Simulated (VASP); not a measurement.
CaIr2S4, 14 atoms in the cell. Symmetry: Fd-3m, No. 227, cubic system. Conventional cell: a = 10.059 Å, b = 10.059 Å, c = 10.059 Å, α = 90.00°, β = 90.00°, γ = 90.00°. Ca (site symmetry -43m) has 4 S at 2.53 Å within 3.3 Å. Ir (site symmetry -3m) has 6 S at 2.33 Å within 3.1 Å. S (site symmetry 3m) has 3 Ir at 2.33 Å and 1 Ca at 2.53 Å and 3 S at 2.97 Å within 3.1 Å. 

| Item | Value |
| --- | --- |
| Program | VASP 6.6.1 |
| Task | relaxation of the atoms |
| Functional | PBE |
| Potentials or basis | VASP PAW PBE potentials, release 64 (Ca_sv, Ir, S) |
| Cutoff | 520 eV |
| k mesh | 6 × 6 × 6 |
| Occupations | gaussian, width 0.02 eV |
| Spin | no spin polarisation |
| Dipole correction | no |
| Further INCAR settings | ALGO = Normal; EDIFF = 1e-07; IBRION = 2; EDIFFG = -0.01; NSW = 50 |

Potentials or basis: VASP PAW PBE potentials, release 64 (Ca_sv, Ir, S).

The run is started by

```bash
$ cat potpaw_PBE.64/Ca_sv/POTCAR potpaw_PBE.64/Ir/POTCAR potpaw_PBE.64/S/POTCAR > POTCAR
$ mpirun -np 4 vasp_std > vasp.out
```

Hardware: 4 MPI ranks on Intel(R) Xeon(R) Platinum 8488C (Sapphire Rapids) (shared host).

Estimate the wall time of this run.

It took 3.2 min on 4 MPI ranks on Intel(R) Xeon(R) Platinum 8488C (Sapphire Rapids), on a shared host, peak memory 0.56 GiB a rank. Counts: scf iterations 33, k points 16, ion steps 3.
